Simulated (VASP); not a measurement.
Crystal: SrTiO3.

```
CELL_PARAMETERS angstrom
3.90685 0.00000 0.00000
0.00000 3.90685 0.00000
0.00000 0.00000 3.90685
ATOMIC_POSITIONS crystal
Sr 0.50000 0.50000 0.50000
Ti 0.00000 0.00000 0.00000
O 0.50000 0.00000 0.00000
O 0.00000 0.50000 0.00000
O 0.00000 0.00000 0.50000
```

Base run:

```yaml
Program: VASP 6.6.1
Functional: r2SCAN
Potentials_or_basis: VASP PAW PBE potentials, release 64 (Sr_sv, Ti_sv, O)
Cutoff: 520 eV
k_mesh: 6 × 6 × 6
Occupations: gaussian, width 0.01 eV
Spin: no spin polarisation
```

Its results: band gap on the k mesh 2.27 eV (least direct gap 2.66 eV); pressure 0.9 GPa.

Task: The run is repeated on the same cell with these changes: functional from r2SCAN to PBE; occupations from gaussian, width 0.01 eV to fermi-dirac, width 0.02 eV. What comes out?

Result: Band gap on the k mesh 1.85 eV (least direct gap 2.21 eV); pressure 4.7 GPa.

Caveats: the PAW data sets were made with another functional, which shifts forces and pressure a little (at least some runs); the cell stands under pressure (at least some runs).

A k mesh can miss the band edges.
